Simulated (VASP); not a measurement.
# SnO2 in VASP: settings compared

SnO2 is run at these levels: HF, r2SCAN; tasks: single point.

Program: VASP 6.6.1. These are calculated values, not measurements. Logs are shortened: lines on timing, memory, paths and dates and some standing lists are left out, and cuts for length are marked.

## (1) The cell of the first run

The typed cell holds 6 atoms: a = 4.761 Å, b = 4.761 Å, c = 3.200 Å, α = 90.00°, β = 90.00°, γ = 90.00°.

## (2) Single point, HF

File POSCAR:

```
SnO2
1.0
    4.7605144913      0.0000000000      0.0000000000
    0.0000000000      4.7606977633      0.0000000000
    0.0000000000      0.0000000000      3.2000515029
Sn O
2 4
Direct
    0.5000000000      0.5000000000      0.5000000000
    0.0000000000      0.0000000000      0.0000000000
    0.3058348108      0.3059224605      0.0000000000
    0.8058348108      0.1940775395      0.5000000000
    0.1941651892      0.8059224605      0.5000000000
    0.6941651892      0.6940775395      0.0000000000
```

File INCAR.step1:

```
  PREC = Accurate
  ENCUT = 520
  EDIFF = 1E-5
  ISMEAR = 0
  SIGMA = 0.01
  LREAL = F
  LASPH = T
  NELM = 60
  ALGO = Normal
  ISIF = 2
  LWAVE = T
  LCHARG = F
  NBANDS = 35
  GGA = PE
```

File INCAR.step2:

```
  PREC = Accurate
  ENCUT = 520
  EDIFF = 1E-7
  ISMEAR = 0
  SIGMA = 0.01
  LREAL = F
  LASPH = T
  NELM = 60
  ALGO = Normal
  ISIF = 2
  LWAVE = F
  LCHARG = F
  GGA = PE
  LHFCALC = T
  AEXX = 1.0
  ALDAC = 0.0
  AGGAC = 0.0
  PRECFOCK = Fast
  NBANDS = 35
  ISTART = 1
```

File KPOINTS:

```
Automatic mesh
0
Gamma
  2 2 4
```

Potentials or basis: VASP PAW PBE potentials, release 64 (Sn_d, O).

On the command line:

```sh
> cat potpaw_PBE.64/Sn_d/POTCAR potpaw_PBE.64/O/POTCAR > POTCAR
> cp INCAR.step1 INCAR
> mpirun -np 1 vasp_std > vasp.out
> cp INCAR.step2 INCAR
> mpirun -np 1 vasp_std > vasp.out
```

OUTCAR:

```text
PREC = Accurate
   ENCUT = 520
   EDIFF = 1E-7
   ISMEAR = 0
   LREAL = F
   LASPH = T
   NELM = 60
   ISIF = 2
   GGA = PE
   LHFCALC = T
   AEXX = 1.0
   PRECFOCK = Fast
   ISTART = 1

 ion  position               nearest neighbor table
   1  0.500  0.500  0.500-   4 2.06   5 2.06   3 2.07   6 2.07   3 2.07   6 2.07   2 3.73   2 3.73
                             2 3.73   2 3.73   2 3.73   2 3.73   2 3.73   2 3.73
   2  0.000  0.000  0.000-   3 2.06   6 2.06   5 2.07   4 2.07   4 2.07   5 2.07   1 3.73   1 3.73
                             1 3.73   1 3.73   1 3.73   1 3.73   1 3.73   1 3.73
   3  0.306  0.306  0.000-   2 2.06   1 2.07   1 2.07
   4  0.806  0.194  0.500-   1 2.06   2 2.07   2 2.07
   5  0.194  0.806  0.500-   1 2.06   2 2.07   2 2.07
   6  0.694  0.694  0.000-   2 2.06   1 2.07   1 2.07

  LATTYP: Found a simple orthorhombic cell.
 ALAT       =     3.2000515029
 B/A-ratio  =     1.4876368355
 C/A-ratio  =     1.4876941071

  Lattice vectors:

 A1 = (   0.0000000000,   0.0000000000,   3.2000515029)
 A2 = (   4.7605144913,   0.0000000000,   0.0000000000)
 A3 = (   0.0000000000,   4.7606977633,   0.0000000000)

Analysis of symmetry for initial positions (statically):
=====================================================================
 Subroutine PRICEL returns:
 Original cell was already a primitive cell.

 Routine SETGRP: Setting up the symmetry group for a
 simple orthorhombic supercell.

 Subroutine GETGRP returns: Found  8 space group operations
 (whereof  4 operations were pure point group operations)
 out of a pool of  8 trial point group operations.

The static configuration has the point symmetry C_2h.
 The point group associated with its full space group is D_2h.

Analysis of symmetry for dynamics (positions and initial velocities):
=====================================================================
 Subroutine PRICEL returns:
 Original cell was already a primitive cell.

 Routine SETGRP: Setting up the symmetry group for a
 simple orthorhombic supercell.

 Subroutine GETGRP returns: Found  8 space group operations
 (whereof  4 operations were pure point group operations)
 out of a pool of  8 trial point group operations.

The dynamic configuration has the point symmetry C_2h.
 The point group associated with its full space group is D_2h.

 Subroutine INISYM returns: Found  8 space group operations
 (whereof  4 operations are pure point group operations),
 and found     1 'primitive' translations

----------------------------------------------------------------------------------------

                                     Primitive cell

  volume of cell :      72.5240

  direct lattice vectors                    reciprocal lattice vectors
     4.760514491  0.000000000  0.000000000     0.210061329  0.000000000  0.000000000
     0.000000000  4.760697763  0.000000000     0.000000000  0.210053242  0.000000000
     0.000000000  0.000000000  3.200051503     0.000000000  0.000000000  0.312494971

  length of vectors
     4.760514491  4.760697763  3.200051503     0.210061329  0.210053242  0.312494971

  position of ions in fractional coordinates (direct lattice)
     0.500000000  0.500000000  0.500000000
     0.000000000  0.000000000  0.000000000
     0.305834811  0.305922460  0.000000000
     0.805834811  0.194077540  0.500000000
     0.194165189  0.805922460  0.500000000
     0.694165189  0.694077540  0.000000000

  ion indices of the primitive-cell ions
   primitive index   ion index
                 1           1
                 2           2
                 3           3
                 4           4
                 5           5
                 6           6

----------------------------------------------------------------------------------------

 KPOINTS: Automatic mesh

Automatic generation of k-mesh.
 Grid dimensions read from file:
 generate k-points for:    2    2    4

 Generating k-lattice:

  Cartesian coordinates                     Fractional coordinates (reciprocal lattice)
     0.105030664  0.000000000  0.000000000     0.500000000  0.000000000  0.000000000
     0.000000000  0.105026621  0.000000000     0.000000000  0.500000000  0.000000000
     0.000000000  0.000000000  0.078123743     0.000000000  0.000000000  0.250000000

  Length of vectors
     0.105030664  0.105026621  0.078123743

  Shift w.r.t. Gamma in fractional coordinates (k-lattice)
     0.000000000  0.000000000  0.000000000

 Subroutine IBZKPT returns following result:
 ===========================================

 Found     12 irreducible k-points:

 Following reciprocal coordinates:
            Coordinates               Weight
  0.000000  0.000000  0.000000      1.000000
  0.500000  0.000000  0.000000      1.000000
  0.000000  0.500000  0.000000      1.000000
  0.500000  0.500000  0.000000      1.000000
  0.000000  0.000000  0.250000      2.000000
  0.500000  0.000000  0.250000      2.000000
  0.000000  0.500000  0.250000      2.000000
  0.500000  0.500000  0.250000      2.000000
  0.000000  0.000000  0.500000      1.000000
  0.500000  0.000000  0.500000      1.000000
  0.000000  0.500000  0.500000      1.000000
  0.500000  0.500000  0.500000      1.000000
   k-points           NKPTS =     12   k-points in BZ     NKDIM =     16   number of bands    NBANDS=     35
   number of dos      NEDOS =    301   number of ions     NIONS =      6
   total plane-waves  NPLWV =  31104
   dimension x,y,z NGX =    36 NGY =   36 NGZ =   24
   dimension x,y,z NGXF=    72 NGYF=   72 NGZF=   48
   ions per type =               2   4
   NGX,Y,Z   is equivalent  to a cutoff of  12.57, 12.57, 12.47 a.u.
   NGXF,Y,Z  is equivalent  to a cutoff of  25.14, 25.14, 24.94 a.u.
 SYSTEM =  unknown system
   PREC   = accura    normal or accurate (medium, high low for compatibility)
   ISTART =      1    job   : 0-new  1-cont  2-samecut
   ICHARG =      0    charge: 1-file 2-atom 10-const
   ISPIN  =      1    spin polarized calculation?
   LNONCOLLINEAR =      F non collinear calculations
   LSORBIT =      F    spin-orbit coupling
   LASPH  =      T    aspherical Exc in radial PAW
   ENCUT  =  520.0 eV  38.22 Ry    6.18 a.u.   8.85  8.85  5.95*2*pi/ulx,y,z
   NELM   =     60;   NELMIN=  2; NELMDL=  0     # of ELM steps
   EDIFF  = 0.1E-06   stopping-criterion for ELM
   LREAL  =      F    real-space projection
   EDIFFG = 0.1E-05   stopping-criterion for IOM
   NSW    =      0    number of steps for IOM
   IBRION =     -1    ionic relax: 0-MD 1-quasi-New 2-CG
   NFREE  =      0    steps in history (QN), initial steepest desc. (CG)
   ISIF   =      2    stress and relaxation
   ISYM   =      3    0-nonsym 1-usesym 2-fastsym
   POTIM  = 0.5000    time-step for ionic-motion
   TEBEG  =    0.0;   TEEND  =   0.0 temperature during run
   PSTRESS=    0.0 pullay stress
   NELECT =      52.0000    total number of electrons
   NUPDOWN=      -1.0000    fix difference up-down
   EMIN   =  10.00;   EMAX   =-10.00  energy-range for DOS
   EFERMI =   0.00;   METHOD = LEGACY
   ISMEAR =     0;   SIGMA  =   0.01  broadening in eV -4-tet -1-fermi 0-gaus
   EFERMI_NEDOS =   21; number of points for ismear=-14 and -15
   IALGO  =     38    algorithm
   IMIX   =      1    mixing-type and parameters
     AMIX     =   0.40;   BMIX     =  1.00
     AMIX_MAG =   1.60;   BMIX_MAG =  1.00
  volume/ion in A,a.u.               =      12.09        81.57
  Fermi-wavevector in a.u.,A,eV,Ry     =   1.465263  2.768945 29.211632  2.146994
  Thomas-Fermi vector in A             =   2.581140
   LORBIT       =      0    0 simple, 1 ext, 2 COOP (PROOUT), +10 PAW based schemes
   GGA     = PE    functional components
   LHFCALC =     T    Hartree Fock is set to
   PRECFOCK=fast      Normal, Fast or Accurate (Low or Medium for compatibility)
   ENCUT4O =  -1.0   cutoff for four orbital integrals eV
   NKREDX  =     1    reduce k-point grid by
   NKREDY  =     1    reduce k-point grid by
   NKREDZ  =     1    reduce k-point grid by
   AEXX    =    1.0000 exact exchange contribution
   HFSCREEN=    0.0000 screening length (either q_TF or 0.3 A-1)
   HFSCREENC=   0.0000 screening length for correlation (either q_TF or 0.3 A-1)
   ENCUTFOCK=  -1.0 apply spherical cutoff to Coloumb kernel
   IVDW    =     0    specifies the selected vdW correction
   LEPSILON=     F    determine dielectric tensor
   LRPA    =     F    only Hartree local field effects (RPA)
 non-spin polarized calculation
 Gauss-broadening in eV      SIGMA  =   0.01
  energy-cutoff  :      520.00
  volume of cell :       72.52
 maximum number of plane-waves:      1992
 NGX is ok and might be reduce to    36
  NGX = 20; NGY = 20; NGZ = 14

 number of electron      52.0000003 magnetization

 Free energy of the ion-electron system (eV)
  ---------------------------------------------------
  ext. energy  EPLUGINS =         0.00000000
  ---------------------------------------------------
  free energy    TOTEN  =       -85.76497135 eV

  energy without entropy =      -85.76497135  energy(sigma->0) =      -85.76497135

 E-fermi :   0.2529     XC(G=0):   0.0000

 val. band max:        0.1808203721   @ k =   0.0000   0.5000   0.5000
 cond. band min:      12.4137903281   @ k =   0.0000   0.0000   0.0000
 fundamental gap:     12.2329699560
 Fermi energy:         0.2529496415

 k-point     1 :       0.0000    0.0000    0.0000
  band No.  band energies     occupation
      1     -26.0837      2.00000
      2     -24.9050      2.00000
      3     -24.4753      2.00000
      4     -24.4706      2.00000
      5     -24.4705      2.00000
      6     -24.2684      2.00000
[... 27 lines left out ...]
     34      25.2052      0.00000
     35      25.2073      0.00000

 k-point     2 :       0.5000    0.0000    0.0000
  band No.  band energies     occupation
      1     -25.5730      2.00000
      2     -25.5730      2.00000
      3     -24.4644      2.00000
      4     -24.4644      2.00000
      5     -24.3712      2.00000
      6     -24.3712      2.00000
[... 27 lines left out ...]
     34      24.1758      0.00000
     35      25.4400      0.00000

 k-point     3 :       0.0000    0.5000    0.0000
  band No.  band energies     occupation
      1     -25.5730      2.00000
      2     -25.5730      2.00000
      3     -24.4644      2.00000
      4     -24.4644      2.00000
      5     -24.3712      2.00000
      6     -24.3712      2.00000
[... 27 lines left out ...]
     34      24.1738      0.00000
     35      25.4404      0.00000

 k-point     4 :       0.5000    0.5000    0.0000
  band No.  band energies     occupation
      1     -25.7593      2.00000
      2     -25.7593      2.00000
      3     -24.4723      2.00000
      4     -24.4723      2.00000
      5     -24.2606      2.00000
      6     -24.2606      2.00000
[... 27 lines left out ...]
     34      23.8227      0.00000
     35      25.7346      0.00000

 k-point     5 :       0.0000    0.0000    0.2500
  band No.  band energies     occupation
      1     -25.7494      2.00000
      2     -25.2408      2.00000
      3     -25.2408      2.00000
      4     -24.6265      2.00000
      5     -24.3160      2.00000
      6     -24.1629      2.00000
[... 182 lines left out ...]
 k-point    10 :       0.5000    0.0000    0.5000
  band No.  band energies     occupation
      1     -26.0112      2.00000
      2     -26.0112      2.00000
      3     -24.4921      2.00000
      4     -24.4921      2.00000
      5     -24.1196      2.00000
      6     -24.1196      2.00000
[... 27 lines left out ...]
     34      23.7237      0.00000
     35      24.9761      0.00000

 k-point    11 :       0.0000    0.5000    0.5000
  band No.  band energies     occupation
      1     -26.0112      2.00000
      2     -26.0112      2.00000
      3     -24.4921      2.00000
      4     -24.4921      2.00000
      5     -24.1196      2.00000
      6     -24.1196      2.00000
[... 27 lines left out ...]
     34      23.7261      0.00000
     35      24.9780      0.00000

 k-point    12 :       0.5000    0.5000    0.5000
  band No.  band energies     occupation
      1     -25.7551      2.00000
      2     -25.7551      2.00000
      3     -25.1095      2.00000
      4     -25.1095      2.00000
      5     -24.1048      2.00000
      6     -24.1048      2.00000
[... 27 lines left out ...]
     34      24.3008      0.00000
     35      25.0277      0.00000

------------------------ aborting loop because EDIFF is reached ----------------------------------------

  FORCE on cell =-STRESS in cart. coord.  units (eV):
  Direction    XX          YY          ZZ          XY          YZ          ZX
  --------------------------------------------------------------------------------------
  -------------------------------------------------------------------------------------
  Total       -2.8759661     -2.8759189     -4.4499852     -0.0000000      0.0000000      0.0000000
  in kB      -63.5349771    -63.5339340    -98.3077330     -0.0000000      0.0000000      0.0000000
  external PRESSURE =     -75.1255481 kB  Pullay stress =       0.0000000 kB

 VOLUME and BASIS-vectors are now :
 -----------------------------------------------------------------------------
  energy-cutoff  :      520.00
  volume of cell :       72.52
      direct lattice vectors                 reciprocal lattice vectors
     4.760514491  0.000000000  0.000000000     0.210061329  0.000000000  0.000000000
     0.000000000  4.760697763  0.000000000     0.000000000  0.210053242  0.000000000
     0.000000000  0.000000000  3.200051503     0.000000000  0.000000000  0.312494971

 POSITION                                       TOTAL-FORCE (eV/Angst)
 -----------------------------------------------------------------------------------
      2.38026      2.38035      1.60003         0.000000      0.000000      0.000000
      0.00000      0.00000      0.00000         0.000000      0.000000      0.000000
      1.45593      1.45640      0.00000         0.042048      0.041187      0.000000
      3.83619      0.92394      1.60003         0.042048     -0.041187      0.000000
      0.92433      3.83675      1.60003        -0.042048      0.041187      0.000000
      3.30458      3.30429      0.00000        -0.042048     -0.041187     -0.000000
 -----------------------------------------------------------------------------------
    total drift:                                0.000000     -0.000000     -0.000001

  FREE ENERGIE OF THE ION-ELECTRON SYSTEM (eV)
  ---------------------------------------------------
  free  energy   TOTEN  =       -85.7649713504 eV

  energy  without entropy=      -85.7649713504  energy(sigma->0) =      -85.76497135
```

Run time: 32 min. Hardware: 1 thread of Intel Xeon 8259CL, shared host; peak memory 0.2 GiB.

What came out:

```
Free energy            : -85.7650 eV
Pressure               : -7.5 GPa
Largest force          : 0.059 eV/Å
Band gap on the k mesh : 12.23 eV (least direct gap 12.29 eV)
```

Forces in eV/Å, atoms in the order of the input:
```
Sn   0.000  0.000  0.000
Sn   0.000  0.000  0.000
O    0.042  0.041  0.000
O    0.042 -0.041  0.000
O   -0.042  0.041  0.000
O   -0.042 -0.041  0.000
```

Stress tensor (GPa, compression positive):
```
-6.35  0.00  0.00
 0.00 -6.35  0.00
 0.00  0.00 -9.83
```

Caveat: the k points lie up to 0.66 Å⁻¹ apart; the PAW data sets were made with another functional, which shifts forces and pressure a little; spin-orbit coupling is left out, which moves the levels of the heavy elements. A k mesh can miss the band edges.

## (3) Single point, r2SCAN

POSCAR is that of step 2.

File INCAR.step1:

```
SYSTEM = SnO2
  PREC = Accurate
  ENCUT = 520
  ISMEAR = 0
  SIGMA = 0.01
  LREAL = .False.
  LASPH = .True.
  NELM = 100
  NBANDS = 35
  GGA = PE
  ALGO = Normal
  EDIFF = 1E-4
  LWAVE = .True.
  LCHARG = .False.
```

File INCAR.step2:

```
SYSTEM = SnO2
  PREC = Accurate
  ENCUT = 520
  EDIFF = 1E-7
  ISMEAR = 0
  SIGMA = 0.01
  LREAL = .False.
  LASPH = .True.
  NELM = 100
  ALGO = Normal
  ISIF = 2
  LWAVE = .False.
  LCHARG = .True.
  METAGGA = R2SCAN
  LMIXTAU = .True.
  LELF = .True.
  LVHAR = .True.
  NBANDS = 35
  ISTART = 1
```

File KPOINTS:

```
Automatic mesh
0
Gamma
  5 5 5
  0 0 0
```

Potentials or basis: VASP PAW PBE potentials, release 64 (Sn_d, O).

On the command line:

```sh
> cat potpaw_PBE.64/Sn_d/POTCAR potpaw_PBE.64/O/POTCAR > POTCAR
> cp INCAR.step1 INCAR
> mpirun -np 1 vasp_std > vasp.out
> cp INCAR.step2 INCAR
> mpirun -np 1 vasp_std > vasp.out
```

Wall time 89 s (1 thread of Intel Xeon 6975P-C (Granite Rapids), shared host); peak memory 0.21 GiB.

The run converged. Its results:

- Free energy: -84.6280 eV
- Pressure: 1.1 GPa
- Largest force: 0.024 eV/Å
- Band gap on the k mesh: 1.79 eV

Forces on the atoms (eV/Å):
```
Sn   0.000  0.000  0.000
Sn   0.000  0.000  0.000
O   -0.017 -0.017  0.000
O   -0.017  0.017  0.000
O    0.017 -0.017  0.000
O    0.017  0.017  0.000
```

Stress tensor (GPa, compression positive):
```
0.88 0.00 0.00
0.00 0.88 0.00
0.00 0.00 1.49
```

Levels at points of the mesh, in eV from the valence-band top:
| k point | band 24 | band 25 | band 26 | band 27 | band 28 | band 29 |
| --- | --- | --- | --- | --- | --- | --- |
| (0.00, 0.00, 0.00) | -0.78 | -0.78 | 0.00 | 1.79 | 6.82 | 7.05 |

Caveat: the PAW data sets were made with another functional, which shifts forces and pressure a little; spin-orbit coupling is left out, which moves the levels of the heavy elements.

## (4) Single point, r2SCAN

POSCAR is that of step 3.

File INCAR.step1:

```
SYSTEM = SnO2
PREC = Accurate
ENCUT = 520
ISMEAR = 0
SIGMA = 0.01
LREAL = .FALSE.
LASPH = .TRUE.
NELM = 60
NBANDS = 35
GGA = PE
ALGO = Normal
EDIFF = 1E-4
LWAVE = .TRUE.
LCHARG = .FALSE.
```

File INCAR.step2:

```
SYSTEM = SnO2
PREC = Accurate
ENCUT = 520
EDIFF = 1E-6
ISMEAR = 0
SIGMA = 0.01
LREAL = .FALSE.
LASPH = .TRUE.
NELM = 60
ALGO = Normal
ISIF = 2
LWAVE = .FALSE.
LCHARG = .FALSE.
METAGGA = R2SCAN
LMIXTAU = .TRUE.
NBANDS = 35
ISTART = 1
```

File KPOINTS:

```
Automatic mesh
0
G
  4 4 6
  0 0 0
```

On the command line:

```sh
> cat potpaw_PBE.64/Sn_d/POTCAR potpaw_PBE.64/O/POTCAR > POTCAR
> cp INCAR.step1 INCAR
> mpirun -np 1 vasp_std > vasp.out
> cp INCAR.step2 INCAR
> mpirun -np 1 vasp_std > vasp.out
```

Run time: 1.7 min. Hardware: 1 thread of Intel Xeon 6975P-C (Granite Rapids), shared host; peak memory 0.22 GiB.

The run converged. Its results:

| Item | Value |
| --- | --- |
| Free energy | -84.6288 eV |
| Pressure | 1.1 GPa |
| Largest force | 0.024 eV/Å |
| Band gap on the k mesh | 1.79 eV |

Forces on the atoms (eV/Å):
```
Sn   0.000  0.000  0.000
Sn   0.000  0.000  0.000
O   -0.017 -0.017  0.000
O   -0.017  0.017  0.000
O    0.017 -0.017  0.000
O    0.017  0.017  0.000
```

Stress tensor (GPa, compression positive):
```
0.88 0.00 0.00
0.00 0.88 0.00
0.00 0.00 1.46
```

Levels at points of the mesh, in eV from the valence-band top:
```tsv
k point	band 24	band 25	band 26	band 27	band 28	band 29
(0.00, 0.00, 0.00)	-0.78	-0.78	0.00	1.79	6.82	7.05
(0.50, 0.00, 0.00)	-1.17	-0.62	-0.62	5.00	5.00	7.81
(0.00, 0.50, 0.00)	-1.17	-0.62	-0.62	5.00	5.00	7.81
(0.50, 0.50, 0.00)	-1.30	-0.92	-0.92	5.44	5.44	8.22
(0.00, 0.00, 0.50)	-1.67	-1.27	-1.27	6.87	6.87	10.53
(0.50, 0.00, 0.50)	-1.11	-0.69	-0.69	7.15	7.15	8.85
(0.00, 0.50, 0.50)	-1.11	-0.69	-0.69	7.15	7.15	8.85
(0.50, 0.50, 0.50)	-0.96	-0.85	-0.85	5.52	5.52	9.65
```

Caveat: the PAW data sets were made with another functional, which shifts forces and pressure a little; spin-orbit coupling is left out, which moves the levels of the heavy elements.

## (5) Summary

| level | k mesh | grid for exact exchange (PRECFOCK) | share of exact exchange | gap on the mesh (eV) | pressure (GPa) | largest force (eV/Å) |
| --- | --- | --- | --- | --- | --- | --- |
| HF | 2 × 2 × 4 | Fast | 1 | 12.23 | -7.5 | 0.06 |
| r2SCAN | 5 × 5 × 5 | - | - | 1.79 | 1.1 | 0.02 |
| r2SCAN | 4 × 4 × 6 | - | - | 1.79 | 1.1 | 0.02 |

Alike in all rows: task single point; potentials or basis VASP PAW PBE potentials, release 64 (Sn_d, O); no spin polarisation; cell as given; cutoff (eV) 520; smearing gaussian 0.01 eV.

Caveats: some runs use coarse meshes; the PAW data sets were made with another functional, which shifts forces and pressure a little; spin-orbit coupling is left out, which moves the levels of the heavy elements.

Absolute energies hang on the potentials; compare differences alone.
